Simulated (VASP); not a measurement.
# CoSi (WC type): single point with PBE

The system is CoSi (WC type).

```
CELL_PARAMETERS angstrom
2.91811 0.00000 0.00000
-1.45906 2.52716 0.00000
0.00000 0.00000 2.43980
ATOMIC_POSITIONS crystal
Co 0.00000 0.00000 0.00000
Si 0.33333 0.66667 0.50000
```

* Program: VASP 6.6.1
* Task: single point
* Functional: PBE
* Potentials or basis: VASP PAW PBE potentials, release 64 (Co, Si)
* Cutoff: 600 eV
* k mesh: 16 × 16 × 14
* Occupations: fermi-dirac, width 0.05 eV
* Spin: no spin polarisation
* Dipole correction: no
* Further INCAR settings: ALGO = Normal; EDIFF = 1e-06; NBANDS = 14

| Quantity | Value |
| --- | --- |
| Pressure | 114.2 GPa |

Stress tensor (GPa, compression positive):
```
114.17   0.00   0.00
  0.00 114.17   0.00
  0.00   0.00 114.31
```

Levels at points of the mesh, in eV from the Fermi level:
```csv
k point,band 3,band 4,band 5,band 6,band 7,band 8,band 9,band 10
"(0.00, 0.00, 0.00)",-4.27,-4.27,-1.82,-1.82,6.12,6.12,7.21,7.37
"(0.50, 0.00, 0.00)",-5.17,-2.74,-2.12,-2.04,-1.07,0.63,7.72,12.10
"(0.00, 0.00, 0.50)",-4.14,-4.14,-3.33,-3.33,0.43,8.55,8.55,13.32
"(0.50, 0.00, 0.50)",-4.89,-4.27,-2.55,-1.70,-0.97,3.25,3.99,7.72
```

Wall time 36 s on 1 thread of Intel(R) Xeon(R) 6975P-C (Granite Rapids), on a shared host, peak memory 0.19 GiB.

Spin polarisation is off, so any magnetic state and its effect on volume and gap are missing.
